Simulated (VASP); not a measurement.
A run of VASP 6.6.1 is set up as follows.

The input POSCAR:

```
InAs
1.0
    0.0000000000      3.1767740920      3.1767740920
    3.1767740920      0.0000000000      3.1767740920
    3.1767740920      3.1767740920      0.0000000000
In As
1 1
Direct
    0.0000000000      0.0000000000      0.0000000000
    0.2500000000      0.2500000000      0.2500000000
```

Contents of INCAR.step1:

```
PREC     = Accurate       # precision mode
ENCUT    = 520            # plane-wave cutoff, eV
ISMEAR   = -1             # smearing method
SIGMA    = 0.02           # smearing width, eV
LREAL    = F              # projectors in reciprocal space
LASPH    = T              # aspherical terms in the spheres
NELM     = 100            # most SCF steps
NBANDS   = 16             # bands
GGA      = PE             # functional
ALGO     = Normal         # electronic algorithm
EDIFF    = 1E-4           # SCF threshold, eV
LWAVE    = T              # write WAVECAR
LCHARG   = F              # write CHGCAR
```

Contents of INCAR.step2:

```
PREC     = Accurate       # precision mode
ENCUT    = 520            # plane-wave cutoff, eV
EDIFF    = 1E-6           # SCF threshold, eV
ISMEAR   = -1             # smearing method
SIGMA    = 0.02           # smearing width, eV
LREAL    = F              # projectors in reciprocal space
LASPH    = T              # aspherical terms in the spheres
NELM     = 100            # most SCF steps
ALGO     = Normal         # electronic algorithm
ISIF     = 2              # what is computed and relaxed
LWAVE    = F              # write WAVECAR
LCHARG   = F              # write CHGCAR
METAGGA  = R2SCAN         # meta-GGA
LMIXTAU  = T            
NBANDS   = 16             # bands
ISTART   = 1
```

KPOINTS

```
Automatic mesh
0
Gamma
  8 8 8
```

Potentials or basis: VASP PAW PBE potentials, release 64 (In_d, As).

Launch:

```sh
$ cat potpaw_PBE.64/In_d/POTCAR potpaw_PBE.64/As/POTCAR > POTCAR
$ cp INCAR.step1 INCAR
$ mpirun -np 1 vasp_std > vasp.out
$ cp INCAR.step2 INCAR
$ mpirun -np 1 vasp_std > vasp.out
```

Question: Predict the pressure.

Answer: -5.1 GPa.

Question: Predict the band gap on the k mesh.

Answer: Zero (filled and empty bands touch).

Caveat: the cell differs from its parent crystal (strain +4.0%); the cell stands under tension; semilocal functionals underestimate gaps, and a narrow one can read as zero; the PAW data sets were made with another functional, which shifts forces and pressure a little; spin-orbit coupling is left out, which moves the levels of the heavy elements.
